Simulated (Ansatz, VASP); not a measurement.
# One calculation of YN, two programs

```xyz
2
Lattice="0.0354 2.4592 2.4592 2.4592 0.0354 2.4592 2.4592 2.4592 0.0354" Properties=species:S:1:pos:R:3 pbc="T T T"
Y     0.0000    0.0000    0.0000
N     2.4769    2.4769    2.4769
```

Change from the starting cell: strained cell.

Alike in both runs: task relaxation of the atoms; functional PBEsol; k mesh 12 × 12 × 12; occupations gaussian, width 0.01 eV; no spin polarisation.

```csv
,VASP,Ansatz
version,VASP 6.6.1,Ansatz 0.2.0
potentials or method,"VASP PAW PBE potentials, release 64 (Y_sv, N), cutoff 520 eV","scalar-relativistic, plane waves, PAW"
valence electrons in the cell,16,16
```

|  | VASP | Ansatz | Ansatz less VASP |
| --- | --- | --- | --- |
| gap on the k mesh at the Fermi level, each at its own relaxed structure (eV) | 0.07 | 0.07 | +0.001 |

VASP's potentials were made for PBE, not for PBEsol, and Ansatz warns of the same on its side. Ansatz's warnings: stress scf threshold loose.

Noted on VASP's run: the relaxation stopped at its first step, so nothing moved.
